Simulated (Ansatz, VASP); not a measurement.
BeRu: VASP beside Ansatz

INCAR

```
SYSTEM = BeRu
PREC = Accurate
ENCUT = 520
EDIFF = 1E-7
ISMEAR = -1
SIGMA = 0.05
LREAL = .False.
LASPH = .True.
NELM = 60
ALGO = Fast
ISIF = 2
LWAVE = .False.
LCHARG = .False.
GGA = PE
NBANDS = 15
```

Contents of KPOINTS:

```
regular mesh
0
Gamma
  12 12 7
  0 0 0
```

File POSCAR:

```
BeRu
1.0
    2.5159243934      0.0000000000      0.0000000000
   -1.2579621967      2.1788544337      0.0000000000
    0.0000000000      0.0000000000      3.8206547140
Be Ru
1 1
Direct
    0.0000000000      0.0000000000      0.5000000000
    0.6666666700      0.3333333300      0.0000000000
```

The input input.yaml:

```yaml
crystal:
  lattice:
    - [2.5159243934, 0.0, 0.0]
    - [-1.2579621967, 2.1788544337, 0.0]
    - [0.0, 0.0, 3.820654714]
  atoms:
    - { symbol: Be, position: [0.0, 0.0, 0.5] }
    - { symbol: Ru, position: [0.66666667, 0.33333333, 0.0] }
kpoints:
  mp_grid: { grid: [12, 12, 7] }
scf:
  occupations: { method: fermi_dirac, width: 0.05 }
hamiltonian:
  xc: pbe
  pseudopotentials: { kind: all_electron, lapw: { basis_error: 0.0005 } }
output:
  forces: true
  stress: true
  eigenvalues: true
```

Change from the starting cell: volume scaled by 1.02.

Alike in both runs: task single point; functional PBE; k mesh 12 × 12 × 7; occupations fermi-dirac, width 0.05 eV; no spin polarisation.

|  | VASP | Ansatz |
| --- | --- | --- |
| version | VASP 6.6.1 | Ansatz 0.2.0 |
| potentials or method | VASP PAW PBE potentials, release 64 (Be, Ru_pv), cutoff 520 eV | all-electron LAPW, scalar-relativistic |

VASP gave:

* gap on the k mesh at the Fermi level (eV): none
* pressure (GPa): 29.9
* traceless stress, the component that is largest in VASP (GPa): -25.02

Q: What did Ansatz give for the same quantities?

A: gap on the k mesh at the Fermi level (eV): none; pressure (GPa): 29.7; traceless stress, the component that is largest in VASP (GPa): -24.93.

A gap of «none» marks a metal or a gap that the smearing closes. Both programs put the cell under a high pressure, so it lies far from rest at this level. Ansatz ran all-electron here, and VASP with PAW potentials.
